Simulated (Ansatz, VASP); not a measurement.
# Two plane-wave programs on W

INCAR

```
PREC = Accurate
ENCUT = 500
EDIFF = 1E-6
ISMEAR = 0
SIGMA = 0.15
LREAL = False
LASPH = True
NELM = 120
ALGO = Normal
ISIF = 2
LWAVE = False
LCHARG = True
LELF = True
LVHAR = True
NBANDS = 21
GGA_COMPAT = False
```

File KPOINTS:

```
Automatic mesh
0
Gamma
  16 16 12
```

File POSCAR:

```
W
1.0
    0.0000000000     -1.9864787844     -1.9864787844
    0.0000000000      1.9864787844     -1.9864787844
    3.9729575688      0.0000000000      0.0000000000
W
2
Direct
    0.5406749876      0.4593250124      0.4863074299
   -0.0406749876      0.0406749876      0.0136925701
```

Input for Ansatz:

```yaml
crystal:
  lattice:
    - [0.0, -1.9864787844, -1.9864787844]
    - [0.0, 1.9864787844, -1.9864787844]
    - [3.9729575688, 0.0, 0.0]
  atoms:
    - { symbol: W, position: [0.5406749876, 0.4593250124, 0.4863074299] }
    - { symbol: W, position: [-0.0406749876, 0.0406749876, 0.0136925701] }
basis:
  ecutwfc: 420
kpoints:
  mp_grid: { grid: [16, 16, 12] }
hamiltonian:
  xc: lda
  pseudopotentials: { kind: paw, azcp: { folder: soft_1 } }
scf:
  occupations: { method: gaussian, width: 0.15 }
output:
  forces: true
  stress: true
  eigenvalues: true
```

Change from the starting cell: mode 4 frozen in at -0.162 Å and mode 6 at -0.054 Å (largest displacements).

Alike in both runs: task single point; functional LDA; k mesh 16 × 16 × 12; occupations gaussian, width 0.15 eV; no spin polarisation.

|  | VASP | Ansatz |
| --- | --- | --- |
| version | VASP 6.6.1 | Ansatz 0.2.0 |
| potentials or method | VASP PAW LDA potentials, release 64 (W_sv), cutoff 500 eV | scalar-relativistic, plane waves, PAW |
| valence electrons in the cell | 28 | 28 |

|  | VASP | Ansatz | Ansatz less VASP |
| --- | --- | --- | --- |
| gap on the k mesh at the Fermi level (eV) | none | none | - |
| pressure (GPa) | 9.8 | 8.0 | -1.83 |
| traceless stress, the component that is largest in VASP (GPa) | -5.02 | -5.05 | -0.033 |
| rms of the force components (eV/Å) | 1.052 | 1.011 | -0.0412 |

Ansatz warns that its potentials were made for another functional, while VASP's fit it. LDA's correlation is that of Perdew and Zunger in VASP and of Perdew and Wang (1992) in Ansatz. Atom by atom the forces differ by 0.041 eV/Å (rms over components). A gap of «none» marks a metal or a gap that the smearing closes.

Spin-orbit coupling is off throughout.
